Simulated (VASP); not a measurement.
# Bi3O (P4/mmm) in VASP: notebook, part 2 of 2

VASP 6.6.1.

## Step 4: Relaxation of cell and atoms, PBE

This run uses another cell than the first one, of 25.72 Å³/atom, 1.047 times its volume.

Contents of INCAR:

```
SYSTEM = Bi3O
ALGO = Normal
EDIFF = 1E-6
EDIFFG = -0.04
ENCUT = 600
GGA = PE
IBRION = 2
ISIF = 3
ISMEAR = 0
LASPH = .TRUE.
LCHARG = .FALSE.
LREAL = .FALSE.
LWAVE = .FALSE.
NELM = 80
NSW = 90
PREC = Accurate
SIGMA = 0.1
```

Contents of KPOINTS:

```
k-points
0
G
  6 6 2
  0 0 0
```

Contents of POSCAR:

```
Bi3O
1.0
    3.1497946000      0.0000000000      0.0000000000
    0.0000000000      3.1497946000      0.0000000000
    0.0000000000      0.0000000000     10.3678407100
Bi O
3 1
Direct
    0.5000000000      0.5000000000      0.7342755200
    0.0000000000      0.0000000000      0.5000000000
    0.5000000000      0.5000000000      0.2657244800
    0.0000000000      0.0000000000      0.0000000000
```

Potentials or basis: VASP PAW PBE potentials, release 64 (Bi_d, O).

On the command line:

```sh
cat potpaw_PBE.64/Bi_d/POTCAR potpaw_PBE.64/O/POTCAR > POTCAR
mpirun -np 1 vasp_std > vasp.out
```

OUTCAR:

```text
SYSTEM = Bi3O
   EDIFF = 1E-6
   EDIFFG = -0.04
   ENCUT = 600
   GGA = PE
   IBRION = 2
   ISIF = 3
   ISMEAR = 0
   LASPH = .TRUE.
   LREAL = .FALSE.
   NELM = 80
   NSW = 90
   PREC = Accurate

 ion  position               nearest neighbor table
   1  0.500  0.500  0.734-   2 3.30   2 3.30   2 3.30   2 3.30
   2  0.000  0.000  0.500-   1 3.30   3 3.30   1 3.30   3 3.30   1 3.30   3 3.30   1 3.30   3 3.30

   3  0.500  0.500  0.266-   2 3.30   2 3.30   2 3.30   2 3.30
   4  0.000  0.000  0.000-

  LATTYP: Found a simple tetragonal cell.
 ALAT       =     3.1497946000
 C/A-ratio  =     3.2915926359

  Lattice vectors:

 A1 = (   3.1497946000,   0.0000000000,   0.0000000000)
 A2 = (   0.0000000000,   3.1497946000,   0.0000000000)
 A3 = (   0.0000000000,   0.0000000000,  10.3678407100)

Analysis of symmetry for initial positions (statically):
=====================================================================
 Subroutine PRICEL returns:
 Original cell was already a primitive cell.

 Routine SETGRP: Setting up the symmetry group for a
 simple tetragonal supercell.

 Subroutine GETGRP returns: Found 16 space group operations
 (whereof 16 operations were pure point group operations)
 out of a pool of 16 trial point group operations.

The static configuration has the point symmetry D_4h.

Analysis of symmetry for dynamics (positions and initial velocities):
=====================================================================
 Subroutine PRICEL returns:
 Original cell was already a primitive cell.

 Routine SETGRP: Setting up the symmetry group for a
 simple tetragonal supercell.

 Subroutine GETGRP returns: Found 16 space group operations
 (whereof 16 operations were pure point group operations)
 out of a pool of 16 trial point group operations.

The dynamic configuration has the point symmetry D_4h.

 Subroutine INISYM returns: Found 16 space group operations
 (whereof 16 operations are pure point group operations),
[... 107 lines left out ...]
   NUPDOWN=      -1.0000    fix difference up-down
   EMIN   =  10.00;   EMAX   =-10.00  energy-range for DOS
   EFERMI =   0.00;   METHOD = LEGACY
   ISMEAR =     0;   SIGMA  =   0.10  broadening in eV -4-tet -1-fermi 0-gaus
   EFERMI_NEDOS =   21; number of points for ismear=-14 and -15
   IALGO  =     38    algorithm
   IMIX   =      4    mixing-type and parameters
     AMIX     =   0.40;   BMIX     =  1.00
     AMIX_MAG =   1.60;   BMIX_MAG =  1.00
  volume/ion in A,a.u.               =      25.72       173.54
  Fermi-wavevector in a.u.,A,eV,Ry     =   1.295728  2.448572 22.842984  1.678912
  Thomas-Fermi vector in A             =   2.427230
   LORBIT       =      0    0 simple, 1 ext, 2 COOP (PROOUT), +10 PAW based schemes
   GGA     = PE    functional components
   LHFCALC =     F    Hartree Fock is set to
   AEXX    =    0.0000 exact exchange contribution
   IVDW    =     0    specifies the selected vdW correction
   LEPSILON=     F    determine dielectric tensor
   LRPA    =     F    only Hartree local field effects (RPA)
 conjugate gradient relaxation of ions
 non-spin polarized calculation
 Gauss-broadening in eV      SIGMA  =   0.10
  energy-cutoff  :      600.00
  volume of cell :      102.86
 maximum number of plane-waves:      3464
 NGX is ok and might be reduce to    28
   NGX = 13   NGY = 13   NGZ = 41

--------------------------------------- Ionic step        1  -------------------------------------------

 number of electron      51.0000010 magnetization

 Free energy of the ion-electron system (eV)
  ---------------------------------------------------
  ext. energy  EPLUGINS =         0.00000000
  ---------------------------------------------------
  free energy    TOTEN  =       -13.07105785 eV

  energy without entropy =      -13.04911868  energy(sigma->0) =      -13.06008827

------------------------ aborting loop because EDIFF is reached ----------------------------------------

  FORCE on cell =-STRESS in cart. coord.  units (eV):
  Direction    XX          YY          ZZ          XY          YZ          ZX
  --------------------------------------------------------------------------------------
  -------------------------------------------------------------------------------------
  Total        7.4860382      7.4860382      1.2386008      0.0000000      0.0000000     -0.0000000
  in kB      116.6030308    116.6030308     19.2925285      0.0000000      0.0000000     -0.0000000
  external PRESSURE =      84.1661967 kB  Pullay stress =       0.0000000 kB
[... 1432 lines left out ...]
     29      12.1276      0.00000
     30      12.1276      0.00000

[... ionic steps 4 to 24 ...]

--------------------------------------- Ionic step       25  -------------------------------------------

 number of electron      50.9999984 magnetization

------------------------ aborting loop because EDIFF is reached ----------------------------------------
[... 71 lines left out ...]
--------------------------------------- Ionic step       27  -------------------------------------------

 number of electron      50.9999981 magnetization

 Free energy of the ion-electron system (eV)
  ---------------------------------------------------
  ext. energy  EPLUGINS =         0.00000000
  ---------------------------------------------------
  free energy    TOTEN  =       -16.64825155 eV

  energy without entropy =      -16.64180729  energy(sigma->0) =      -16.64502942

 E-fermi :   8.2797     XC(G=0): -10.6639

 val. band max:        8.1939803405   @ k =   0.5000   0.5000   0.0000
 cond. band min:       8.3068188162   @ k =   0.5000   0.0000   0.5000
 fundamental gap:      0.1128384757
 Fermi energy:         8.2796740368
[... 689 lines left out ...]
  FREE ENERGIE OF THE ION-ELECTRON SYSTEM (eV)
  ---------------------------------------------------
  free  energy   TOTEN  =       -16.6482515536 eV

  energy  without entropy=      -16.6418072875  energy(sigma->0) =      -16.64502942

 reached required accuracy - stopping structural energy minimisation
```

OSZICAR:

```text
N       E                     dE             d eps       ncg     rms          rms(c)
DAV:   1     0.609270843285E+03    0.60927E+03   -0.28885E+04  1200   0.229E+03
DAV:   2     0.584419076943E+02   -0.55083E+03   -0.54226E+03  1206   0.585E+02
[... 339 lines left out ...]
DAV:   4    -0.166480751260E+02    0.68545E-02   -0.20587E-02  1420   0.154E+00    0.932E-02
DAV:   5    -0.166482757828E+02   -0.20066E-03   -0.42108E-03  1286   0.576E-01    0.562E-02
DAV:   6    -0.166482522980E+02    0.23485E-04   -0.19593E-04  1810   0.103E-01    0.229E-02
DAV:   7    -0.166482503802E+02    0.19177E-05   -0.32816E-05  1322   0.455E-02    0.752E-03
DAV:   8    -0.166482516899E+02   -0.13097E-05   -0.34758E-06  1006   0.196E-02    0.142E-03
DAV:   9    -0.166482515536E+02    0.13627E-06   -0.46420E-07   612   0.702E-03
  27 F= -.16648252E+02 E0= -.16645029E+02  d E =-.206676E-02
```

It took 12 min on 1 thread of Intel Xeon 6975P-C (Granite Rapids), shared host; peak memory 0.29 GiB.

What came out:

| Quantity | Value |
| --- | --- |
| Free energy | -16.6483 eV |
| Relaxed volume | 23.93 Å³/atom |
| Relaxed cell | a = 3.432 Å, b = 3.432 Å, c = 8.128 Å, α = 90.00°, β = 90.00°, γ = 90.00° |
| Space group after relaxing (to 0.05 Å) | P4/mmm (No. 123) |
| Energy gained by relaxing | 894.3 meV/atom |
| Ionic steps | 27 |
| Pressure after relaxing | 0.1 GPa |
| Largest force after relaxing | 0.034 eV/Å |

Forces in eV/Å, atoms in the order of the input:
```
Bi   0.000  0.000  0.034
Bi   0.000  0.000  0.000
Bi   0.000  0.000 -0.034
O    0.000  0.000  0.000
```

Step by step:
| step | energy change (eV) | largest force (eV/Å) | pressure (GPa) | volume (Å³) |
| --- | --- | --- | --- | --- |
| 1 | 0.0000 | 2.5245 | 8.42 | 102.86 |
| 2 | -0.7219 | 1.1746 | -4.71 | 124.10 |
| 3 | -0.7408 | 1.3423 | -3.32 | 120.28 |
| 4 | -1.2500 | 1.6753 | -3.59 | 115.25 |
| 5 | -2.9063 | 1.6310 | -1.43 | 99.41 |
| 6 | 43.8230 | 141.8780 | 234.30 | 64.36 |
| 7 | -1.3047 | 3.0462 | 5.98 | 98.98 |
| 8 | -2.0210 | 2.4108 | 17.85 | 82.23 |
| 9 | -2.0913 | 1.9084 | 17.85 | 82.14 |
| 10 | -2.1191 | 1.2394 | 18.16 | 82.02 |
| 11 | -2.2909 | 1.2450 | 16.07 | 82.93 |
| 12 | -2.5726 | 1.1871 | 12.13 | 85.68 |
| 13 | -2.9407 | 1.0588 | 5.17 | 91.37 |
| 14 | -3.0614 | 0.9665 | -3.77 | 103.45 |
| 15 | -3.0963 | 0.9749 | -1.68 | 99.75 |
| 16 | -3.0970 | 0.9774 | -1.32 | 99.20 |
| 17 | -3.1269 | 0.9749 | -1.33 | 99.07 |
| 18 | -3.2155 | 0.9091 | -1.19 | 98.66 |
| 19 | -3.3685 | 0.6838 | -0.90 | 97.78 |
| 20 | -3.5268 | 0.0144 | 0.38 | 95.77 |
| 21 | -3.5390 | 0.1652 | 0.83 | 95.16 |
| 22 | -3.5336 | 0.5504 | 2.10 | 93.87 |
| 23 | -3.5445 | 0.3225 | 1.30 | 94.62 |
| 24 | -3.5624 | 0.0179 | -0.53 | 96.79 |
| 25 | -3.5636 | 0.0414 | -0.22 | 96.35 |
| 26 | -3.5751 | 0.0484 | -0.34 | 96.32 |
| 27 | -3.5772 | 0.0340 | 0.11 | 95.73 |

Final structure:
```cif
data_structure
_symmetry_space_group_name_H-M 'P 1'
_symmetry_Int_Tables_number 1
_cell_length_a 3.4318
_cell_length_b 3.4318
_cell_length_c 8.1282
_cell_angle_alpha 90.000
_cell_angle_beta 90.000
_cell_angle_gamma 90.000
_cell_volume 95.73
loop_
_atom_site_label
_atom_site_type_symbol
_atom_site_fract_x
_atom_site_fract_y
_atom_site_fract_z
_atom_site_occupancy
Bi1 Bi 0.50000 0.50000 0.81382 1
Bi2 Bi 0.00000 0.00000 0.50000 1
Bi3 Bi 0.50000 0.50000 0.18618 1
O1 O 0.00000 0.00000 0.00000 1
```

Caveat: the bands computed are all filled at some k points, so no gap is given; spin-orbit coupling is left out, which moves the levels of the heavy elements.

## Step 5: Single point, PBE

This run uses another cell than the first one, of 24.34 Å³/atom, 0.991 times its volume.

Contents of INCAR:

```
SYSTEM = Bi3O
PREC = Accurate ; ENCUT = 520
EDIFF = 1E-6 ; ISMEAR = 0
SIGMA = 0.1 ; LREAL = .False.
LASPH = .True. ; NELM = 60
ALGO = Normal ; ISIF = 2
LWAVE = .False. ; LCHARG = .True.
GGA = PE ; LELF = .True.
LVHAR = .True. ; NBANDS = 34
```

Contents of KPOINTS:

```
regular mesh
0
Gamma
  14 14 6
  0 0 0
```

Contents of POSCAR:

```
Bi3O
1.0
    3.3384015682      0.0000000000      0.0000000000
    0.0000000000      3.3384015682      0.0000000000
    0.0000000000      0.0000000000      8.7347723260
Bi O
3 1
Direct
    0.5000000000      0.5000000000      0.8239120228
    0.0000000000      0.0000000000      0.5000000000
    0.5000000000      0.5000000000      0.1760879772
    0.0000000000      0.0000000000      0.0000000000
```

Potentials or basis: VASP PAW PBE potentials, release 64 (Bi_d, O).

On the command line:

```sh
cat potpaw_PBE.64/Bi_d/POTCAR potpaw_PBE.64/O/POTCAR > POTCAR
mpirun -np 1 vasp_std > vasp.out
```

OUTCAR:

```text
SYSTEM = Bi3O
   PREC = Accurate
   ENCUT = 520
   EDIFF = 1E-6
   ISMEAR = 0
   LREAL = .False.
   LASPH = .True.
   NELM = 60
   ISIF = 2
   GGA = PE

 ion  position               nearest neighbor table
   1  0.500  0.500  0.824-   4 2.82   4 2.82   4 2.82   4 2.82   3 3.08   2 3.68   2 3.68   2 3.68
                             2 3.68
   2  0.000  0.000  0.500-   1 3.68   3 3.68   1 3.68   3 3.68   1 3.68   3 3.68   1 3.68   3 3.68

   3  0.500  0.500  0.176-   4 2.82   4 2.82   4 2.82   4 2.82   1 3.08   2 3.68   2 3.68   2 3.68
                             2 3.68
   4  0.000  0.000  0.000-   1 2.82   3 2.82   1 2.82   3 2.82   1 2.82   3 2.82   1 2.82   3 2.82

  LATTYP: Found a simple tetragonal cell.
 ALAT       =     3.3384015682
 C/A-ratio  =     2.6164534576

  Lattice vectors:

 A1 = (   3.3384015682,   0.0000000000,   0.0000000000)
 A2 = (   0.0000000000,   3.3384015682,   0.0000000000)
 A3 = (   0.0000000000,   0.0000000000,   8.7347723260)

Analysis of symmetry for initial positions (statically):
=====================================================================
 Subroutine PRICEL returns:
 Original cell was already a primitive cell.

 Routine SETGRP: Setting up the symmetry group for a
 simple tetragonal supercell.

 Subroutine GETGRP returns: Found 16 space group operations
 (whereof 16 operations were pure point group operations)
 out of a pool of 16 trial point group operations.

The static configuration has the point symmetry D_4h.

Analysis of symmetry for dynamics (positions and initial velocities):
=====================================================================
 Subroutine PRICEL returns:
 Original cell was already a primitive cell.

 Routine SETGRP: Setting up the symmetry group for a
 simple tetragonal supercell.

 Subroutine GETGRP returns: Found 16 space group operations
 (whereof 16 operations were pure point group operations)
 out of a pool of 16 trial point group operations.

The dynamic configuration has the point symmetry D_4h.

[... 123 lines left out ...]
  volume/ion in A,a.u.               =      24.34       164.23
  Fermi-wavevector in a.u.,A,eV,Ry     =   1.319741  2.493948 23.697482  1.741716
  Thomas-Fermi vector in A             =   2.449617
   LORBIT       =      0    0 simple, 1 ext, 2 COOP (PROOUT), +10 PAW based schemes
   GGA     = PE    functional components
   LHFCALC =     F    Hartree Fock is set to
   AEXX    =    0.0000 exact exchange contribution
   IVDW    =     0    specifies the selected vdW correction
   LEPSILON=     F    determine dielectric tensor
   LRPA    =     F    only Hartree local field effects (RPA)
 non-spin polarized calculation
 Gauss-broadening in eV      SIGMA  =   0.10
  energy-cutoff  :      520.00
  volume of cell :       97.35
 maximum number of plane-waves:      2660
 NGX is ok and might be reduce to    28
   NGX = 13   NGY = 13   NGZ = 33

 number of electron      51.0000011 magnetization

 Free energy of the ion-electron system (eV)
  ---------------------------------------------------
  ext. energy  EPLUGINS =         0.00000000
  ---------------------------------------------------
  free energy    TOTEN  =       -16.62340902 eV

  energy without entropy =      -16.60795044  energy(sigma->0) =      -16.61567973

 E-fermi :   7.9896     XC(G=0): -10.5708

 val. band max:        7.9840309049   @ k =   0.2143   0.0000   0.0000
 cond. band min:       7.9922648439   @ k =   0.3571   0.0714   0.3333
 fundamental gap:      0.0082339389
 Fermi energy:         7.9896438919

 k-point     1 :       0.0000    0.0000    0.0000
  band No.  band energies     occupation
      1     -15.4179      2.00000
      2     -15.4161      2.00000
      3     -15.4041      2.00000
      4     -15.2154      2.00000
      5     -15.2154      2.00000
      6     -15.1945      2.00000
[... 877 lines left out ...]
     33      15.2761      0.00000
     34      16.0617      0.00000

 [... further k-points ...]

------------------------ aborting loop because EDIFF is reached ----------------------------------------

  FORCE on cell =-STRESS in cart. coord.  units (eV):
  Direction    XX          YY          ZZ          XY          YZ          ZX
  --------------------------------------------------------------------------------------
  -------------------------------------------------------------------------------------
  Total       -0.0367368     -0.0367368     -0.0423170      0.0000000      0.0000000     -0.0000000
  in kB       -0.6046204     -0.6046204     -0.6964601      0.0000000      0.0000000     -0.0000000
  external PRESSURE =      -0.6352336 kB  Pullay stress =       0.0000000 kB

 VOLUME and BASIS-vectors are now :
 -----------------------------------------------------------------------------
  energy-cutoff  :      520.00
  volume of cell :       97.35
      direct lattice vectors                 reciprocal lattice vectors
     3.338401568  0.000000000  0.000000000     0.299544551  0.000000000  0.000000000
     0.000000000  3.338401568  0.000000000     0.000000000  0.299544551  0.000000000
     0.000000000  0.000000000  8.734772326     0.000000000  0.000000000  0.114484953

 POSITION                                       TOTAL-FORCE (eV/Angst)
 -----------------------------------------------------------------------------------
      1.66920      1.66920      7.19668         0.000000      0.000000     -0.007294
      0.00000      0.00000      4.36739         0.000000     -0.000000      0.000000
      1.66920      1.66920      1.53809        -0.000000     -0.000000      0.007294
      0.00000      0.00000      0.00000         0.000000     -0.000000      0.000000
 -----------------------------------------------------------------------------------
    total drift:                                0.000000      0.000000     -0.000000

  FREE ENERGIE OF THE ION-ELECTRON SYSTEM (eV)
  ---------------------------------------------------
  free  energy   TOTEN  =       -16.6234090194 eV

  energy  without entropy=      -16.6079504396  energy(sigma->0) =      -16.61567973
```

stdout:

```text
POSCAR found type information on POSCAR BiO
 POSCAR found :  2 types and       4 ions
 scaLAPACK will be used
 LDA part: xc-table for (Slater+PW92), standard interpolation
 POSCAR, INCAR and KPOINTS ok, starting setup
 FFT: planning ... GRIDC
 FFT: planning ... GRID_SOFT
 FFT: planning ... GRID
 WAVECAR not read
 entering main loop
```

It took 3.4 min on 1 thread of Intel Xeon 6975P-C (Granite Rapids), shared host; peak memory 0.49 GiB.

Results:

| Property | Result |
| --- | --- |
| Free energy | -16.6234 eV |
| Pressure | -0.1 GPa |
| Largest force | 0.007 eV/Å |

Forces on the atoms (eV/Å):
```
Bi   0.000  0.000 -0.007
Bi   0.000  0.000  0.000
Bi   0.000  0.000  0.007
O    0.000  0.000  0.000
```

Levels at points of the mesh, in eV from the Fermi level:
```
           k point  band 22  band 23  band 24  band 25  band 26  band 27  band 28  band 29
(0.00, 0.00, 0.00)    -2.78    -2.30    -1.30     2.44     2.44     3.59     3.59     4.93
(0.50, 0.00, 0.00)    -3.19    -2.71    -2.24    -1.75     1.04     1.26     1.92     4.09
(0.50, 0.50, 0.00)    -2.88    -2.88    -2.88    -2.21    -2.21    -1.22     0.26     0.58
(0.00, 0.00, 0.50)    -2.78    -2.53     1.44     2.07     2.29     2.29     3.93     3.93
(0.50, 0.00, 0.50)    -4.28    -4.14    -2.24    -0.06     0.31     0.46     3.28     4.11
(0.50, 0.50, 0.50)    -3.51    -3.51    -2.83    -1.03    -1.03    -0.88    -0.18    -0.18
```

Caveat: spin-orbit coupling is left out, which moves the levels of the heavy elements; an odd number of electrons without spin polarisation forces a metal; a magnetic or distorted state may lie lower.

## Step 6: Overview

```csv
task,cell,k mesh,cutoff (eV),gap on the mesh (eV),pressure (GPa),largest force (eV/Å)
single point,"a = 3.265, b = 3.265, c = 9.211 Å, 4 atoms",6 × 6 × 2,520,none,-0.1,0.01
single point,"a = 3.150, b = 3.150, c = 10.368 Å, 4 atoms",6 × 6 × 2,520,none,8.4,2.52
relaxation of cell and atoms,"relaxed from a = 3.150, b = 3.150, c = 10.368 Å, 4 atoms",6 × 6 × 2,600,-,0.1,0.03
single point,"a = 3.338, b = 3.338, c = 8.735 Å, 4 atoms",14 × 14 × 6,520,none,-0.1,0.01
```

Alike in all rows: level PBE; potentials or basis VASP PAW PBE potentials, release 64 (Bi_d, O); no spin polarisation; smearing gaussian 0.1 eV.

Caveats: spin-orbit coupling is left out, which moves the levels of the heavy elements; an odd number of electrons without spin polarisation forces a metal (some runs); a magnetic or distorted state may lie lower (some runs); the bands computed are all filled at some k points, so no gap is given (some runs).

Total energies depend on the potentials used, so only differences within one code and one set of settings carry meaning.
